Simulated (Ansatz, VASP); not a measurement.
One calculation of WS2, two programs

```
W S
1.0
     3.18352    0.00000    0.00000
    -1.59176    2.75701    0.00000
     0.00000    0.00000   16.95058
W S
1 2
Direct
  0.00000 0.00000 0.00000
  0.33333 0.66667 0.09200
  0.33333 0.66667 0.90800
```

Alike in both runs: task single point; functional PBE; k mesh 10 × 10 × 2; occupations gaussian, width 0.015 eV; no spin polarisation.

|  | VASP | Ansatz |
| --- | --- | --- |
| version | VASP 6.6.1 | Ansatz 0.2.0 |
| potentials or method | VASP PAW PBE potentials, release 64 (W_sv, S) | Ansatz PAW |
| plane-wave cutoff (eV) | 520 | 420 |
| valence electrons in the cell | 26 | 26 |

Ansatz gave:

| Quantity | Value |
| --- | --- |
| gap on the k mesh at the Fermi level (eV) | 1.99 |
| least direct gap on the mesh (eV) | 2.15 |
| rms of the force components (eV/Å) | 0.122 |

Q: Estimate VASP's values.

A: gap on the k mesh at the Fermi level (eV): 2.00; least direct gap on the mesh (eV): 2.16; rms of the force components (eV/Å): 0.124.

Atom by atom the forces differ by 0.002 eV/Å (rms over components).

Spin-orbit coupling is off throughout.
